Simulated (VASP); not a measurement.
A run of VASP 6.6.1 is set up as follows.

INCAR

```
SYSTEM = SrCl2
  PREC = Accurate
  ENCUT = 520
  EDIFF = 1E-6
  ISMEAR = 0
  SIGMA = 0.05
  LREAL = .False.
  LASPH = .True.
  NELM = 80
  ALGO = Normal
  ISIF = 2
  LWAVE = .False.
  LCHARG = .False.
  GGA = PE
  NBANDS = 19
```

Contents of KPOINTS:

```
regular mesh
0
Gamma
  6 6 6
  0 0 0
```

The input POSCAR:

```
SrCl2
1.0
    0.0000000000      3.4781096576      3.3146385037
    3.4781096576      0.0000000000      3.3146385037
    3.4781096576      3.4781096576      0.0000000000
Sr Cl
1 2
Direct
    0.0000000000      0.0000000000      0.0000000000
    0.2500000000      0.2500000000      0.2500000000
    0.7500000000      0.7500000000      0.7500000000
```

Potentials or basis: VASP PAW PBE potentials, release 64 (Sr_sv, Cl).

Command:

```sh
$ cat potpaw_PBE.64/Sr_sv/POTCAR potpaw_PBE.64/Cl/POTCAR > POTCAR
$ mpirun -np 1 vasp_std > vasp.out
```

Predict the pressure.

3.6 GPa.

Estimate the band gap on the k mesh.

5.22 eV, indirect (least direct gap 5.24 eV).

Stress tensor (GPa, compression positive):
```
2.66 0.00 0.00
0.00 2.66 0.00
0.00 0.00 5.44
```

 A k mesh can miss the band edges.
